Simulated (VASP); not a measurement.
# Co (P6_3/mmc) in VASP: a series of runs

The runs below take Co through single point, relaxation of shape and atoms at fixed volume, with PBE.

Program: VASP 6.6.1. These are calculated values, not measurements. Logs are shortened: lines on timing, memory, paths and dates and some standing lists are left out, and cuts for length are marked.

### Step 1. The cell of the first run

The structure is hexagonal, space group P6_3/mmc (No. 194). Conventional cell: a = 2.470 Å, b = 2.470 Å, c = 3.985 Å, α = 90.00°, β = 90.00°, γ = 120.00°. Within 3.2 Å of Co (site symmetry -6m2) lie 12 Co at 2.45 to 2.47 Å.

### Step 2. Single point, PBE (10.53 Å³/atom)

INCAR

```
ALGO     = Normal         # electronic algorithm
EDIFF    = 1E-6           # SCF threshold, eV
ENCUT    = 520            # plane-wave cutoff, eV
GGA      = PE             # functional
ISIF     = 2              # what is computed and relaxed
ISMEAR   = 0              # smearing method
LASPH    = T              # aspherical terms in the spheres
LCHARG   = T              # write CHGCAR
LELF     = T              # ELF
LREAL    = F              # projectors in reciprocal space
LVHAR    = T            
LWAVE    = F              # write WAVECAR
NBANDS   = 16             # bands
NELM     = 60             # most SCF steps
PREC     = Accurate       # precision mode
SIGMA    = 0.05           # smearing width, eV
```

KPOINTS

```
k-points
0
Gamma
  20 20 12
```

POSCAR

```
Co
1.0
    2.4702251886      0.0000000000      0.0000000000
   -1.2351125943      2.1392777664      0.0000000000
    0.0000000000      0.0000000000      3.9850818792
Co
2
Direct
    0.3333333333      0.6666666667      0.2500000000
    0.6666666667      0.3333333333      0.7500000000
```

Potentials or basis: VASP PAW PBE potentials, release 64 (Co).

Run with:

```bash
cat potpaw_PBE.64/Co/POTCAR > POTCAR
mpirun -np 1 vasp_std > vasp.out
```

OUTCAR:

```text
EDIFF = 1E-6
   ENCUT = 520
   GGA = PE
   ISIF = 2
   ISMEAR = 0
   LASPH = T
   LREAL = F
   NELM = 60
   PREC = Accurate

 ion  position               nearest neighbor table
   1  0.333  0.667  0.250-   2 2.45   2 2.45   2 2.45   2 2.45   2 2.45   2 2.45
   2  0.667  0.333  0.750-   1 2.45   1 2.45   1 2.45   1 2.45   1 2.45   1 2.45

  LATTYP: Found a hexagonal cell.
 ALAT       =     2.4702251886
 C/A-ratio  =     1.6132463945

  Lattice vectors:

 A1 = (   2.4702251886,   0.0000000000,   0.0000000000)
 A2 = (  -1.2351125943,   2.1392777664,   0.0000000000)
 A3 = (   0.0000000000,   0.0000000000,   3.9850818792)

Analysis of symmetry for initial positions (statically):
=====================================================================
 Subroutine PRICEL returns:
 Original cell was already a primitive cell.

 Routine SETGRP: Setting up the symmetry group for a
 hexagonal supercell.

 Subroutine GETGRP returns: Found 24 space group operations
 (whereof 12 operations were pure point group operations)
 out of a pool of 24 trial point group operations.

The static configuration has the point symmetry D_3d.
 The point group associated with its full space group is D_6h.

Analysis of symmetry for dynamics (positions and initial velocities):
=====================================================================
 Subroutine PRICEL returns:
 Original cell was already a primitive cell.

 Routine SETGRP: Setting up the symmetry group for a
 hexagonal supercell.

 Subroutine GETGRP returns: Found 24 space group operations
 (whereof 12 operations were pure point group operations)
 out of a pool of 24 trial point group operations.

The dynamic configuration has the point symmetry D_3d.
 The point group associated with its full space group is D_6h.

 Subroutine INISYM returns: Found 24 space group operations
 (whereof 12 operations are pure point group operations),
 and found     1 'primitive' translations

----------------------------------------------------------------------------------------

                                     Primitive cell

  volume of cell :      21.0592

  direct lattice vectors                    reciprocal lattice vectors
     2.470225189  0.000000000  0.000000000     0.404821392  0.233723740  0.000000000
    -1.235112594  2.139277766  0.000000000     0.000000000  0.467447480  0.000000000
     0.000000000  0.000000000  3.985081879     0.000000000  0.000000000  0.250935873

  length of vectors
     2.470225189  2.470225189  3.985081879     0.467447480  0.467447480  0.250935873

  position of ions in fractional coordinates (direct lattice)
     0.333333333  0.666666667  0.250000000
     0.666666667  0.333333333  0.750000000

  ion indices of the primitive-cell ions
   primitive index   ion index
                 1           1
                 2           2

----------------------------------------------------------------------------------------

 KPOINTS: k-points

Automatic generation of k-mesh.
 Grid dimensions read from file:
 generate k-points for:   20   20   12

 Generating k-lattice:

  Cartesian coordinates                     Fractional coordinates (reciprocal lattice)
     0.020241070  0.011686187  0.000000000     0.050000000 -0.000000000  0.000000000
     0.000000000  0.023372374  0.000000000     0.000000000  0.050000000  0.000000000
     0.000000000  0.000000000  0.020911323     0.000000000  0.000000000  0.083333333

  Length of vectors
     0.023372374  0.023372374  0.020911323

  Shift w.r.t. Gamma in fractional coordinates (k-lattice)
     0.000000000  0.000000000  0.000000000

 Subroutine IBZKPT returns following result:
 ===========================================

 Found    308 irreducible k-points:

 Following reciprocal coordinates:
            Coordinates               Weight
  0.000000  0.000000  0.000000      1.000000
  0.050000 -0.000000  0.000000      6.000000
  0.100000 -0.000000  0.000000      6.000000
  0.150000 -0.000000  0.000000      6.000000
  0.200000 -0.000000  0.000000      6.000000
  0.250000  0.000000  0.000000      6.000000
[... 16 lines left out ...]
  0.200000  0.100000  0.000000     12.000000
  0.250000  0.100000  0.000000     12.000000
 [... further k-points ...]
   k-points           NKPTS =    308   k-points in BZ     NKDIM =    308   number of bands    NBANDS=     16
   number of dos      NEDOS =    301   number of ions     NIONS =      2
   total plane-waves  NPLWV =   9720
   dimension x,y,z NGX =    18 NGY =   18 NGZ =   30
   dimension x,y,z NGXF=    36 NGYF=   36 NGZF=   60
   ions per type =               2
   NGX,Y,Z   is equivalent  to a cutoff of  12.11, 12.11, 12.52 a.u.
   NGXF,Y,Z  is equivalent  to a cutoff of  24.23, 24.23, 25.03 a.u.
 SYSTEM =  unknown system
   PREC   = accura    normal or accurate (medium, high low for compatibility)
   ISTART =      0    job   : 0-new  1-cont  2-samecut
   ICHARG =      2    charge: 1-file 2-atom 10-const
   ISPIN  =      1    spin polarized calculation?
   LNONCOLLINEAR =      F non collinear calculations
   LSORBIT =      F    spin-orbit coupling
   LASPH  =      T    aspherical Exc in radial PAW
   ENCUT  =  520.0 eV  38.22 Ry    6.18 a.u.   4.59  4.59  7.41*2*pi/ulx,y,z
   NELM   =     60;   NELMIN=  2; NELMDL= -5     # of ELM steps
   EDIFF  = 0.1E-05   stopping-criterion for ELM
   LREAL  =      F    real-space projection
   EDIFFG = 0.1E-04   stopping-criterion for IOM
   NSW    =      0    number of steps for IOM
   IBRION =     -1    ionic relax: 0-MD 1-quasi-New 2-CG
   NFREE  =      0    steps in history (QN), initial steepest desc. (CG)
   ISIF   =      2    stress and relaxation
   ISYM   =      2    0-nonsym 1-usesym 2-fastsym
   POTIM  = 0.5000    time-step for ionic-motion
   TEBEG  =    0.0;   TEEND  =   0.0 temperature during run
   PSTRESS=    0.0 pullay stress
   NELECT =      18.0000    total number of electrons
   NUPDOWN=      -1.0000    fix difference up-down
   EMIN   =  10.00;   EMAX   =-10.00  energy-range for DOS
   EFERMI =   0.00;   METHOD = LEGACY
   ISMEAR =     0;   SIGMA  =   0.05  broadening in eV -4-tet -1-fermi 0-gaus
   EFERMI_NEDOS =   21; number of points for ismear=-14 and -15
   IALGO  =     38    algorithm
   IMIX   =      4    mixing-type and parameters
     AMIX     =   0.40;   BMIX     =  1.00
     AMIX_MAG =   1.60;   BMIX_MAG =  1.00
  volume/ion in A,a.u.               =      10.53        71.06
  Fermi-wavevector in a.u.,A,eV,Ry     =   1.553646  2.935965 32.841950  2.413815
  Thomas-Fermi vector in A             =   2.657847
   LORBIT       =      0    0 simple, 1 ext, 2 COOP (PROOUT), +10 PAW based schemes
   GGA     = PE    functional components
   LHFCALC =     F    Hartree Fock is set to
   AEXX    =    0.0000 exact exchange contribution
   IVDW    =     0    specifies the selected vdW correction
   LEPSILON=     F    determine dielectric tensor
   LRPA    =     F    only Hartree local field effects (RPA)
 non-spin polarized calculation
 Gauss-broadening in eV      SIGMA  =   0.05
  energy-cutoff  :      520.00
  volume of cell :       21.06
 maximum number of plane-waves:       580
   NGX =  9   NGY =  9   NGZ = 15

 number of electron      17.9999983 magnetization

 Free energy of the ion-electron system (eV)
  ---------------------------------------------------
  ext. energy  EPLUGINS =         0.00000000
  ---------------------------------------------------
  free energy    TOTEN  =       -13.63347910 eV

  energy without entropy =      -13.62672326  energy(sigma->0) =      -13.63010118

 E-fermi :  10.6176     XC(G=0): -13.5986

 val. band max:       10.6175700429   @ k =   0.4000   0.2000   0.2500
 cond. band min:      10.6179747044   @ k =   0.3000   0.1000   0.1667
 fundamental gap:      0.0004046615
 Fermi energy:        10.6175896728

 k-point     1 :       0.0000    0.0000    0.0000
  band No.  band energies     occupation
      1       1.5904      2.00000
      2       5.8348      2.00000
      3       8.7414      2.00000
      4       8.7752      2.00000
      5       8.7752      2.00000
      6       9.1289      2.00000
[... 8 lines left out ...]
     15      35.8735      0.00000
     16      35.9837      0.00000

 k-point     2 :       0.0500   -0.0000    0.0000
  band No.  band energies     occupation
      1       1.6804      2.00000
      2       5.8929      2.00000
      3       8.6144      2.00000
      4       8.8199      2.00000
      5       8.8871      2.00000
      6       9.1048      2.00000
[... 8 lines left out ...]
     15      34.2348      0.00000
     16      34.7149      0.00000

 k-point     3 :       0.1000   -0.0000    0.0000
  band No.  band energies     occupation
      1       1.9474      2.00000
      2       6.0580      2.00000
      3       8.4434      2.00000
      4       8.9512      2.00000
      5       8.9847      2.00000
      6       9.0754      2.00000
[... 8 lines left out ...]
     15      33.1757      0.00000
     16      33.2713      0.00000

 k-point     4 :       0.1500   -0.0000    0.0000
  band No.  band energies     occupation
      1       2.3814      2.00000
      2       6.2999      2.00000
      3       8.2501      2.00000
      4       8.5363      2.00000
      5       8.9077      2.00000
      6       9.1610      2.00000
[... 8 lines left out ...]
     15      31.7021      0.00000
     16      32.7242      0.00000

 k-point     5 :       0.2000   -0.0000    0.0000
  band No.  band energies     occupation
      1       2.9636      2.00000
      2       6.5579      2.00000
      3       8.0304      2.00000
      4       8.0676      2.00000
      5       8.8059      2.00000
      6       9.1267      2.00000
[... 8 lines left out ...]
     15      30.3342      0.00000
     16      32.1759      0.00000

 k-point     6 :       0.2500    0.0000    0.0000
  band No.  band energies     occupation
      1       3.6616      2.00000
      2       6.7350      2.00000
      3       7.5999      2.00000
      4       7.9512      2.00000
      5       8.7502      2.00000
      6       8.9860      2.00000
[... 8 lines left out ...]
     15      29.0950      0.00000
     16      31.1092      0.00000
[... 267 lines left out ...]
 k-point    21 :       0.1000    0.1000    0.0000
  band No.  band energies     occupation
      1       2.6363      2.00000
      2       6.4362      2.00000
      3       8.1287      2.00000
      4       8.3186      2.00000
      5       8.8948      2.00000
      6       9.0781      2.00000
[... 8 lines left out ...]
     15      28.7750      0.00000
     16      34.8085      0.00000

 k-point    22 :       0.1500    0.1000    0.0000
  band No.  band energies     occupation
      1       3.2089      2.00000
      2       6.6858      2.00000
      3       7.9021      2.00000
      4       7.9305      2.00000
      5       8.8159      2.00000
      6       8.9188      2.00000
[... 8 lines left out ...]
     15      27.4530      0.00000
     16      33.0607      0.00000

 k-point    23 :       0.2000    0.1000    0.0000
  band No.  band energies     occupation
      1       3.8958      2.00000
      2       6.8709      2.00000
      3       7.5322      2.00000
      4       7.7795      2.00000
      5       8.7760      2.00000
      6       8.7785      2.00000
[... 8 lines left out ...]
     15      26.4608      0.00000
     16      31.2095      0.00000

 k-point    24 :       0.2500    0.1000    0.0000
  band No.  band energies     occupation
      1       4.6428      2.00000
      2       6.8973      2.00000
      3       7.2235      2.00000
      4       7.7421      2.00000
      5       8.6650      2.00000
      6       8.8172      2.00000
[... 8 lines left out ...]
     15      25.5905      0.00000
     16      29.3988      0.00000

 [... further k-points ...]

------------------------ aborting loop because EDIFF is reached ----------------------------------------

  FORCE on cell =-STRESS in cart. coord.  units (eV):
  Direction    XX          YY          ZZ          XY          YZ          ZX
  --------------------------------------------------------------------------------------
  -------------------------------------------------------------------------------------
  Total       -0.7063038     -0.7063038     -0.7282118      0.0000000      0.0000000     -0.0000000
  in kB      -53.7354849    -53.7354849    -55.4022398      0.0000000      0.0000000     -0.0000000
  external PRESSURE =     -54.2910699 kB  Pullay stress =       0.0000000 kB

 VOLUME and BASIS-vectors are now :
 -----------------------------------------------------------------------------
  energy-cutoff  :      520.00
  volume of cell :       21.06
      direct lattice vectors                 reciprocal lattice vectors
     2.470225189  0.000000000  0.000000000     0.404821392  0.233723740  0.000000000
    -1.235112594  2.139277766  0.000000000     0.000000000  0.467447480  0.000000000
     0.000000000  0.000000000  3.985081879     0.000000000  0.000000000  0.250935873

 POSITION                                       TOTAL-FORCE (eV/Angst)
 -----------------------------------------------------------------------------------
     -0.00000      1.42619      0.99627        -0.000000      0.000000      0.000000
      1.23511      0.71309      2.98881         0.000000      0.000000      0.000000
 -----------------------------------------------------------------------------------
    total drift:                               -0.000000     -0.000000     -0.000000

  FREE ENERGIE OF THE ION-ELECTRON SYSTEM (eV)
  ---------------------------------------------------
  free  energy   TOTEN  =       -13.6334791007 eV

  energy  without entropy=      -13.6267232601  energy(sigma->0) =      -13.63010118
```

Wall time 2.4 min (1 thread of Intel Xeon 8259CL, shared host); peak memory 0.2 GiB.

What came out:

```
Free energy            : -13.6335 eV
Pressure               : -5.4 GPa
Band gap on the k mesh : zero (bands 9 and 10 overlap by 1.49 eV)
```

Stress tensor (GPa, compression positive):
```
-5.37  0.00  0.00
 0.00 -5.37  0.00
 0.00  0.00 -5.54
```

Levels at points of the mesh, in eV from the Fermi level:
```csv
k point,band 6,band 7,band 8,band 9,band 10,band 11,band 12,band 13
"(0.00, 0.00, 0.00)",-1.49,-1.49,-1.12,-1.12,-0.04,0.09,0.09,7.14
"(0.50, 0.00, 0.00)",-1.83,-1.45,0.24,0.34,0.40,1.93,3.93,10.17
"(0.00, 0.00, 0.50)",-1.92,-1.92,-1.92,-0.25,-0.25,-0.25,-0.25,15.66
"(0.50, 0.00, 0.50)",-0.99,-0.35,-0.35,0.34,0.34,1.90,1.90,7.97
```

Caveat: the cell stands under tension; the run has no spin polarisation, though such a crystal can be magnetic.

### Step 3. Single point, PBE (10.74 Å³/atom)

This run uses another cell than the first one, of 10.74 Å³/atom.

INCAR

```
SYSTEM = Co
PREC     = Accurate       ! precision mode
ENCUT    = 520            ! plane-wave cutoff, eV
EDIFF    = 1E-7           ! SCF threshold, eV
ISMEAR   = 0              ! smearing method
SIGMA    = 0.05           ! smearing width, eV
LREAL    = .False.        ! projectors in reciprocal space
LASPH    = .True.         ! aspherical terms in the spheres
NELM     = 80             ! most SCF steps
ALGO     = Fast           ! electronic algorithm
ISIF     = 2              ! what is computed and relaxed
LWAVE    = .False.        ! write WAVECAR
LCHARG   = .False.        ! write CHGCAR
GGA      = PE             ! functional
NBANDS   = 16             ! bands
```

KPOINTS

```
Automatic mesh
0
Gamma
  20 20 12
  0 0 0
```

POSCAR

```
Co
1.0
    2.4864663265      0.0000000000      0.0000000000
   -1.2432331633      2.1533430044      0.0000000000
    0.0000000000      0.0000000000      4.0103136833
Co
2
Direct
    0.3333333333      0.6666666667      0.2500000000
    0.6666666667      0.3333333333      0.7500000000
```

Potentials or basis: VASP PAW PBE potentials, release 64 (Co).

Run with:

```bash
cat potpaw_PBE.64/Co/POTCAR > POTCAR
mpirun -np 1 vasp_std > vasp.out
```

Run time: 3.5 min. Hardware: 1 thread of Intel Xeon 8259CL, shared host; peak memory 0.2 GiB.

Results (log left out):

| Quantity | Value |
| --- | --- |
| Free energy | -13.6138 eV |
| Pressure | -9.6 GPa |
| Band gap on the k mesh | zero (bands 9 and 10 overlap by 1.45 eV) |

Stress tensor (GPa, compression positive):
```
-9.58  0.00  0.00
 0.00 -9.58  0.00
 0.00  0.00 -9.77
```

Levels at points of the mesh, in eV from the Fermi level:
```tsv
k point	band 6	band 7	band 8	band 9	band 10	band 11	band 12	band 13
(0.00, 0.00, 0.00)	-1.45	-1.45	-1.09	-1.09	-0.01	0.08	0.08	6.99
(0.50, 0.00, 0.00)	-1.78	-1.41	0.23	0.33	0.39	1.89	3.84	10.03
(0.00, 0.00, 0.50)	-1.86	-1.86	-1.86	-0.24	-0.24	-0.24	-0.24	15.45
(0.50, 0.00, 0.50)	-0.96	-0.34	-0.34	0.33	0.33	1.88	1.88	7.81
```

Caveat: the cell stands under tension; the run has no spin polarisation, though such a crystal can be magnetic. Spin polarisation is off, so any magnetic state and its effect on volume and gap are missing.

### Step 4. Relaxation of shape and atoms at fixed volume, PBE (9.91 Å³/atom)

This run uses another cell than the first one, of 9.91 Å³/atom.

INCAR

```
PREC = Accurate ; ENCUT = 600
EDIFF = 1E-6 ; ISMEAR = 0
SIGMA = 0.05 ; LREAL = F
LASPH = T ; NELM = 80
ALGO = Normal ; ISIF = 4
LWAVE = F ; LCHARG = F
GGA = PE ; IBRION = 2
NSW = 60 ; EDIFFG = -0.01
```

KPOINTS

```
regular mesh
0
Gamma
  20 20 12
```

POSCAR

```
Co
1.0
    2.4208073705      0.0000000000      0.0000000000
   -1.2104036853      2.0964806805      0.0000000000
    0.0000000000      0.0000000000      3.9053587622
Co
2
Direct
    0.3333333333      0.6666666667      0.2500000000
    0.6666666667      0.3333333333      0.7500000000
```

Run with:

```bash
cat potpaw_PBE.64/Co/POTCAR > POTCAR
mpirun -np 1 vasp_std > vasp.out
```

Run time: 1.8 min. Hardware: 1 thread of Intel Xeon 8259CL, shared host; peak memory 0.21 GiB.

Results (log left out):

```yaml
Free_energy: -13.6179 eV
Pressure_after_relaxing: 10.5 GPa
Band_gap_on_the_k_mesh: zero (bands 9 and 10 overlap by 1.64 eV)
```

Stress tensor (GPa, compression positive):
```
10.43  0.00  0.00
 0.00 10.43  0.00
 0.00  0.00 10.56
```

Final structure:
```
Co
1.0
     2.42081    0.00000    0.00000
    -1.21040    2.09648    0.00000
     0.00000    0.00000    3.90536
Co
2
Direct
  0.33333 0.66667 0.25000
  0.66667 0.33333 0.75000
```

Levels at points of the mesh, in eV from the Fermi level:
```csv
k point,band 5,band 6,band 7,band 8,band 9,band 10,band 11,band 12,band 13
"(0.00, 0.00, 0.00)",-2.02,-1.63,-1.63,-1.23,-1.23,-0.11,0.09,0.09,7.66
"(0.50, 0.00, 0.00)",-2.23,-2.00,-1.59,0.26,0.38,0.44,2.06,4.20,10.63
"(0.00, 0.00, 0.50)",-2.10,-2.10,-2.10,-2.10,-0.27,-0.27,-0.27,-0.27,16.33
"(0.50, 0.00, 0.50)",-1.09,-1.09,-0.40,-0.40,0.37,0.37,1.98,1.98,8.50
```

Caveat: the run has no spin polarisation, though such a crystal can be magnetic. Spin polarisation is off, so any magnetic state and its effect on volume and gap are missing.

(Continued in part 2 of 2.)
